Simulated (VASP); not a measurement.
Here is a VASP 6.6.1 calculation.

File POSCAR:

```
ZrVOs3
1.0
    4.0306963755      0.0000000000      0.0000000000
    0.0000000000      4.0306963755      0.0000000000
    0.0000000000      0.0000000000      4.0306963755
Zr V Os
1 1 3
Direct
    0.0000000000      0.0000000000      0.0000000000
    0.5000000000      0.5000000000      0.5000000000
    0.0000000000      0.5000000000      0.5000000000
    0.5000000000      0.0000000000      0.5000000000
    0.5000000000      0.5000000000      0.0000000000
```

File INCAR.step1:

```
SYSTEM = ZrVOs3
PREC = Accurate
ENCUT = 600
ISMEAR = 0
SIGMA = 0.1
LREAL = .FALSE.
LASPH = .TRUE.
NELM = 100
GGA = PE
ALGO = Normal
EDIFF = 1E-4
LWAVE = .TRUE.
LCHARG = .FALSE.
```

The input INCAR.step2:

```
SYSTEM = ZrVOs3
PREC = Accurate
ENCUT = 600
EDIFF = 1E-6
ISMEAR = 0
SIGMA = 0.1
LREAL = .FALSE.
LASPH = .TRUE.
NELM = 100
ALGO = Normal
ISIF = 3
LWAVE = .FALSE.
LCHARG = .FALSE.
METAGGA = R2SCAN
LMIXTAU = .TRUE.
IBRION = 2
NSW = 90
EDIFFG = -0.04
ISTART = 1
```

File KPOINTS:

```
Automatic mesh
0
G
  4 4 4
  0 0 0
```

Potentials or basis: VASP PAW PBE potentials, release 64 (Zr_sv, V_sv, Os).

Launch:

```console
$ cat potpaw_PBE.64/Zr_sv/POTCAR potpaw_PBE.64/V_sv/POTCAR potpaw_PBE.64/Os/POTCAR > POTCAR
$ cp INCAR.step1 INCAR
$ mpirun -np 1 vasp_std > vasp.out
$ cp INCAR.step2 INCAR
$ mpirun -np 1 vasp_std > vasp.out
```

(1) Estimate the space group after relaxing (to 0.05 Å).

(2) What does it give for the relaxed cell?

(3) Estimate the relaxed volume.

## Answers

(1) Pm-3m (No. 221).

(2) a = 4.457 Å, b = 4.457 Å, c = 4.457 Å, α = 90.00°, β = 90.00°, γ = 90.00°.

(3) 17.71 Å³/atom.

Caveat: the k points lie up to 0.35 Å⁻¹ apart in the final cell; the volume moved by over 15 % at a fixed basis, so the end points are rough; the PAW data sets were made with another functional, which shifts forces and pressure a little.
